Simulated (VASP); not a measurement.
# CdSe in VASP: settings compared, part 2 of 2

VASP 6.6.1.

## 5. Single point, r2SCAN

This run uses another cell than the first one, of 28.87 Å³/atom, 0.995 times its volume.

The input, POSCAR:

```
CdSe
1.0
    0.0000000000      3.0677809650      3.0677809650
    3.0677809650      0.0000000000      3.0677809650
    3.0677809650      3.0677809650      0.0000000000
Cd Se
1 1
Direct
    0.0000000000      0.0000000000      0.0000000000
    0.2500000000      0.2500000000      0.2500000000
```

The input, INCAR.step1:

```
SYSTEM = CdSe
  ALGO = Normal
  EDIFF = 1E-4
  ENCUT = 520
  GGA = PE
  ISMEAR = 0
  LASPH = .True.
  LCHARG = .False.
  LREAL = .False.
  LWAVE = .True.
  NBANDS = 16
  NELM = 60
  PREC = Accurate
  SIGMA = 0.01
```

The input, INCAR.step2:

```
SYSTEM = CdSe
  ALGO = Normal
  EDIFF = 1E-6
  ENCUT = 520
  ISIF = 2
  ISMEAR = 0
  ISTART = 1
  LASPH = .True.
  LCHARG = .True.
  LELF = .True.
  LMIXTAU = .True.
  LREAL = .False.
  LVHAR = .True.
  LWAVE = .False.
  METAGGA = R2SCAN
  NBANDS = 16
  NELM = 60
  PREC = Accurate
  SIGMA = 0.01
```

The input, KPOINTS:

```
k-points
0
Gamma
  8 8 8
  0 0 0
```

Potentials or basis: VASP PAW PBE potentials, release 64 (Cd, Se).

Launch:

```console
cat potpaw_PBE.64/Cd/POTCAR potpaw_PBE.64/Se/POTCAR > POTCAR
cp INCAR.step1 INCAR
mpirun -np 1 vasp_std > vasp.out
cp INCAR.step2 INCAR
mpirun -np 1 vasp_std > vasp.out
```

OUTCAR:

```text
SYSTEM = CdSe
   EDIFF = 1E-6
   ENCUT = 520
   ISIF = 2
   ISMEAR = 0
   ISTART = 1
   LASPH = .True.
   LREAL = .False.
   METAGGA = R2SCAN
   NELM = 60
   PREC = Accurate

 ion  position               nearest neighbor table
   1  0.000  0.000  0.000-   2 2.66   2 2.66   2 2.66   2 2.66
   2  0.250  0.250  0.250-   1 2.66   1 2.66   1 2.66   1 2.66

  LATTYP: Found a face centered cubic cell.
 ALAT       =     6.1355619300

  Lattice vectors:

 A1 = (   0.0000000000,   3.0677809650,   3.0677809650)
 A2 = (   3.0677809650,   0.0000000000,   3.0677809650)
 A3 = (   3.0677809650,   3.0677809650,   0.0000000000)

Analysis of symmetry for initial positions (statically):
=====================================================================
 Subroutine PRICEL returns:
 Original cell was already a primitive cell.

 Routine SETGRP: Setting up the symmetry group for a
 face centered cubic supercell.

 Subroutine GETGRP returns: Found 24 space group operations
 (whereof 24 operations were pure point group operations)
 out of a pool of 48 trial point group operations.

The static configuration has the point symmetry T_d .

Analysis of symmetry for dynamics (positions and initial velocities):
[... 155 lines left out ...]
  free energy    TOTEN  =       -35.91581565 eV

  energy without entropy =      -35.91581565  energy(sigma->0) =      -35.91581565

 E-fermi :   0.5463     XC(G=0):  -9.3030

 val. band max:        0.4381653970   @ k =   0.0000   0.0000   0.0000
 cond. band min:       1.4654994302   @ k =   0.0000   0.0000   0.0000
 fundamental gap:      1.0273340332
 Fermi energy:         0.5462869956

 k-point     1 :       0.0000    0.0000    0.0000
  band No.  band energies     occupation
      1     -12.4332      2.00000
      2      -7.6443      2.00000
      3      -7.6443      2.00000
      4      -7.6443      2.00000
      5      -7.2717      2.00000
      6      -7.2717      2.00000
[... 433 lines left out ...]
      3      -7.4918      2.00000
      4      -7.2893      2.00000
      5      -7.2559      2.00000
      6      -6.9037      2.00000
[... 8 lines left out ...]
     15      12.6204      0.00000
     16      13.6228      0.00000

 [... further k-points ...]
[... 5 lines left out ...]
  --------------------------------------------------------------------------------------
  -------------------------------------------------------------------------------------
  Total        0.0673897      0.0673897      0.0673897      0.0000000      0.0000000     -0.0000000
  in kB        1.8698245      1.8698245      1.8698245      0.0000000      0.0000000     -0.0000000
  external PRESSURE =       1.8698245 kB  Pullay stress =       0.0000000 kB

 VOLUME and BASIS-vectors are now :
 -----------------------------------------------------------------------------
  energy-cutoff  :      520.00
  volume of cell :       57.74
      direct lattice vectors                 reciprocal lattice vectors
     0.000000000  3.067780965  3.067780965    -0.162984257  0.162984257  0.162984257
     3.067780965  0.000000000  3.067780965     0.162984257 -0.162984257  0.162984257
     3.067780965  3.067780965  0.000000000     0.162984257  0.162984257 -0.162984257

 POSITION                                       TOTAL-FORCE (eV/Angst)
 -----------------------------------------------------------------------------------
      0.00000      0.00000      0.00000        -0.000000     -0.000000     -0.000000
      1.53389      1.53389      1.53389         0.000000      0.000000      0.000000
 -----------------------------------------------------------------------------------
    total drift:                               -0.000004     -0.000004     -0.000004

  FREE ENERGIE OF THE ION-ELECTRON SYSTEM (eV)
  ---------------------------------------------------
  free  energy   TOTEN  =       -35.9158156502 eV

  energy  without entropy=      -35.9158156502  energy(sigma->0) =      -35.91581565
```

It took 64 s on 1 thread of Intel Xeon Platinum 8488C (Sapphire Rapids), shared host; peak memory 0.19 GiB.

What came out:

```yaml
Free_energy: -35.9158 eV
Pressure: 0.2 GPa
Band_gap_on_the_k_mesh: 1.03 eV, direct
```

Caveat: the PAW data sets were made with another functional, which shifts forces and pressure a little. r2SCAN opens gaps a little over a GGA but as a rule still falls short of measured ones.

## 6. Single point, r2SCAN (strain +4.0%)

The input, POSCAR:

```
CdSe
1.0
    0.0000000000      3.1904922036      3.1904922036
    3.1904922036      0.0000000000      3.1904922036
    3.1904922036      3.1904922036      0.0000000000
Cd Se
1 1
Direct
    0.0000000000      0.0000000000      0.0000000000
    0.2500000000      0.2500000000      0.2500000000
```

The input, INCAR.step1:

```
SYSTEM = CdSe
ALGO     = Normal         ! electronic algorithm
EDIFF    = 1E-4           ! SCF threshold, eV
ENCUT    = 520            ! plane-wave cutoff, eV
GGA      = PE             ! functional
ISMEAR   = 0              ! smearing method
LASPH    = .TRUE.         ! aspherical terms in the spheres
LCHARG   = .FALSE.        ! write CHGCAR
LREAL    = .FALSE.        ! projectors in reciprocal space
LWAVE    = .TRUE.         ! write WAVECAR
NBANDS   = 16             ! bands
NELM     = 100            ! most SCF steps
PREC     = Accurate       ! precision mode
SIGMA    = 0.01           ! smearing width, eV
```

The input, INCAR.step2:

```
SYSTEM = CdSe
ALGO     = Normal         ! electronic algorithm
EDIFF    = 1E-6           ! SCF threshold, eV
ENCUT    = 520            ! plane-wave cutoff, eV
ISIF     = 2              ! what is computed and relaxed
ISMEAR   = 0              ! smearing method
ISTART   = 1            
LASPH    = .TRUE.         ! aspherical terms in the spheres
LCHARG   = .FALSE.        ! write CHGCAR
LMIXTAU  = .TRUE.       
LREAL    = .FALSE.        ! projectors in reciprocal space
LWAVE    = .FALSE.        ! write WAVECAR
METAGGA  = R2SCAN         ! meta-GGA
NBANDS   = 16             ! bands
NELM     = 100            ! most SCF steps
PREC     = Accurate       ! precision mode
SIGMA    = 0.01           ! smearing width, eV
```

The input, KPOINTS:

```
k-points
0
G
  8 8 8
  0 0 0
```

Potentials or basis: VASP PAW PBE potentials, release 64 (Cd, Se).

Launch:

```console
cat potpaw_PBE.64/Cd/POTCAR potpaw_PBE.64/Se/POTCAR > POTCAR
cp INCAR.step1 INCAR
mpirun -np 1 vasp_std > vasp.out
cp INCAR.step2 INCAR
mpirun -np 1 vasp_std > vasp.out
```

OUTCAR:

```text
SYSTEM = CdSe
   EDIFF = 1E-6
   ENCUT = 520
   ISIF = 2
   ISMEAR = 0
   ISTART = 1
   LASPH = .TRUE.
   LREAL = .FALSE.
   METAGGA = R2SCAN
   NELM = 100
   PREC = Accurate

 ion  position               nearest neighbor table
   1  0.000  0.000  0.000-   2 2.76   2 2.76   2 2.76   2 2.76
   2  0.250  0.250  0.250-   1 2.76   1 2.76   1 2.76   1 2.76

  LATTYP: Found a face centered cubic cell.
 ALAT       =     6.3809844072

  Lattice vectors:

 A1 = (   0.0000000000,   3.1904922036,   3.1904922036)
 A2 = (   3.1904922036,   0.0000000000,   3.1904922036)
 A3 = (   3.1904922036,   3.1904922036,   0.0000000000)

Analysis of symmetry for initial positions (statically):
=====================================================================
 Subroutine PRICEL returns:
 Original cell was already a primitive cell.

 Routine SETGRP: Setting up the symmetry group for a
 face centered cubic supercell.

 Subroutine GETGRP returns: Found 24 space group operations
 (whereof 24 operations were pure point group operations)
 out of a pool of 48 trial point group operations.

The static configuration has the point symmetry T_d .

Analysis of symmetry for dynamics (positions and initial velocities):
[... 155 lines left out ...]
  ---------------------------------------------------
  free energy    TOTEN  =       -35.80624830 eV

  energy without entropy =      -35.80624830  energy(sigma->0) =      -35.80624830

 E-fermi :  -0.2775     XC(G=0):  -8.7579

 val. band max:       -0.3937389603   @ k =   0.0000   0.0000   0.0000
 cond. band min:       0.3656941214   @ k =   0.0000   0.0000   0.0000
 fundamental gap:      0.7594330817
 Fermi energy:        -0.2774913428

 k-point     1 :       0.0000    0.0000    0.0000
  band No.  band energies     occupation
      1     -12.6853      2.00000
      2      -8.2000      2.00000
      3      -8.2000      2.00000
      4      -8.2000      2.00000
      5      -7.9425      2.00000
      6      -7.9425      2.00000
[... 433 lines left out ...]
      3      -8.0933      2.00000
      4      -7.9526      2.00000
      5      -7.9307      2.00000
      6      -7.6754      2.00000
[... 8 lines left out ...]
     15      11.3883      0.00000
     16      12.2680      0.00000

 [... further k-points ...]
[... 5 lines left out ...]
  --------------------------------------------------------------------------------------
  -------------------------------------------------------------------------------------
  Total       -1.8358543     -1.8358543     -1.8358543      0.0000000      0.0000000      0.0000000
  in kB      -45.2841001    -45.2841001    -45.2841001      0.0000000      0.0000000      0.0000000
  external PRESSURE =     -45.2841001 kB  Pullay stress =       0.0000000 kB

 VOLUME and BASIS-vectors are now :
 -----------------------------------------------------------------------------
  energy-cutoff  :      520.00
  volume of cell :       64.95
      direct lattice vectors                 reciprocal lattice vectors
     0.000000000  3.190492204  3.190492204    -0.156715631  0.156715631  0.156715631
     3.190492204  0.000000000  3.190492204     0.156715631 -0.156715631  0.156715631
     3.190492204  3.190492204  0.000000000     0.156715631  0.156715631 -0.156715631

 POSITION                                       TOTAL-FORCE (eV/Angst)
 -----------------------------------------------------------------------------------
      0.00000      0.00000      0.00000         0.000000      0.000000      0.000000
      1.59525      1.59525      1.59525        -0.000000     -0.000000     -0.000000
 -----------------------------------------------------------------------------------
    total drift:                               -0.000002     -0.000002     -0.000002

  FREE ENERGIE OF THE ION-ELECTRON SYSTEM (eV)
  ---------------------------------------------------
  free  energy   TOTEN  =       -35.8062482991 eV

  energy  without entropy=      -35.8062482991  energy(sigma->0) =      -35.80624830
```

OUTCAR.step1:

```text
SYSTEM = CdSe
   EDIFF = 1E-4
   ENCUT = 520
   GGA = PE
   ISMEAR = 0
   LASPH = .TRUE.
   LREAL = .FALSE.
[... 677 lines left out ...]
      0.00000      0.00000      0.00000         0.000000     -0.000000      0.000000
      1.59525      1.59525      1.59525        -0.000000      0.000000     -0.000000
 -----------------------------------------------------------------------------------
    total drift:                               -0.000000     -0.000000     -0.000000

  FREE ENERGIE OF THE ION-ELECTRON SYSTEM (eV)
  ---------------------------------------------------
  free  energy   TOTEN  =        -5.4464784495 eV

  energy  without entropy=       -5.4464784495  energy(sigma->0) =       -5.44647845
```

OSZICAR.step1:

```text
N       E                     dE             d eps       ncg     rms          rms(c)
DAV:   1     0.104280945765E+03    0.10428E+03   -0.88403E+03   952   0.997E+02
DAV:   2    -0.173197203824E+01   -0.10601E+03   -0.99870E+02  1144   0.239E+02
DAV:   3    -0.583551109705E+01   -0.41035E+01   -0.40953E+01  1056   0.491E+01
DAV:   4    -0.585447874003E+01   -0.18968E-01   -0.18967E-01  1256   0.336E+00
DAV:   5    -0.585460423550E+01   -0.12550E-03   -0.12550E-03  1056   0.238E-01    0.465E+00
DAV:   6    -0.546397356187E+01    0.39063E+00   -0.60541E-01  1296   0.812E+00    0.388E+00
DAV:   7    -0.544535895784E+01    0.18615E-01   -0.12315E-01  1056   0.230E+00    0.176E+00
DAV:   8    -0.544609979791E+01   -0.74084E-03   -0.10280E-02  1048   0.115E+00    0.223E-01
DAV:   9    -0.544640206891E+01   -0.30227E-03   -0.12956E-03  1176   0.389E-01    0.611E-02
DAV:  10    -0.544647844949E+01   -0.76381E-04   -0.12966E-04   912   0.132E-01
   1 F= -.54464784E+01 E0= -.54464784E+01  d E =-.219358E-61
```

It took 1.7 min on 1 thread of Intel Xeon Platinum 8488C (Sapphire Rapids), shared host; peak memory 0.23 GiB.

Results:

| Item | Value |
| --- | --- |
| Free energy | -35.8062 eV |
| Pressure | -4.5 GPa |
| Band gap on the k mesh | 0.76 eV, direct |

Caveat: the cell differs from its parent crystal (strain +4.0%); the PAW data sets were made with another functional, which shifts forces and pressure a little.

## 7. Summary

```tsv
level	cell	k mesh	smearing	gap on the mesh (eV)	pressure (GPa)
PBE	a = 4.331 Å, angles 60.4°, 2 atoms	4 × 4 × 4	gaussian 0.01 eV	0.50	1.6
PBE	a = 4.338 Å, angles 60.0°, 2 atoms	8 × 8 × 8	fermi-dirac 0.02 eV	0.55	1.7
PBE	a = 4.512 Å, angles 60.0°, 2 atoms	8 × 8 × 8	fermi-dirac 0.02 eV	0.31	-3.0
r2SCAN	a = 4.338 Å, angles 60.0°, 2 atoms	8 × 8 × 8	gaussian 0.01 eV	1.03	0.2
r2SCAN	a = 4.512 Å, angles 60.0°, 2 atoms	8 × 8 × 8	gaussian 0.01 eV	0.76	-4.5
```

Alike in all rows: task single point; potentials or basis VASP PAW PBE potentials, release 64 (Cd, Se); no spin polarisation; cutoff (eV) 520.

Caveats: some runs use coarse meshes; the PAW data sets were made with another functional, which shifts forces and pressure a little (some runs).

Absolute energies hang on the potentials; compare differences alone.
